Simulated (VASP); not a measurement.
A run of VASP 6.6.1 is set up as follows.

The input INCAR:

```
ALGO = Normal
EDIFF = 1E-6
ENCUT = 520
GGA = PE
ISIF = 2
ISMEAR = -1
LASPH = T
LCHARG = F
LREAL = F
LWAVE = F
NBANDS = 32
NELM = 100
PREC = Accurate
SIGMA = 0.1
```

Contents of KPOINTS:

```
k-points
0
Gamma
  4 4 4
```

File POSCAR:

```
YS2
1.0
    0.0000000000      4.0654289866      4.0654289866
    4.0654289866      0.0000000000      4.0654289866
    4.0654289866      4.0654289866      0.0000000000
Y S
2 4
Direct
    0.0000000000      0.0000000000      0.0000000000
    0.2500000000      0.2500000000      0.2500000000
    0.6250000000      0.6250000000      0.6250000000
    0.1250000000      0.6250000000      0.6250000000
    0.6250000000      0.1250000000      0.6250000000
    0.6250000000      0.6250000000      0.1250000000
```

Potentials or basis: VASP PAW PBE potentials, release 64 (Y_sv, S).

Command:

```sh
$ cat potpaw_PBE.64/Y_sv/POTCAR potpaw_PBE.64/S/POTCAR > POTCAR
$ mpirun -np 1 vasp_std > vasp.out
```

**Question.** Estimate the band gap on the k mesh.

**Answer.** Zero (band 23 reaches 5.77 eV, above the bottom of band 24 at 5.30 eV).

**Question.** What does it give for the pressure?

**Answer.** -6.0 GPa.
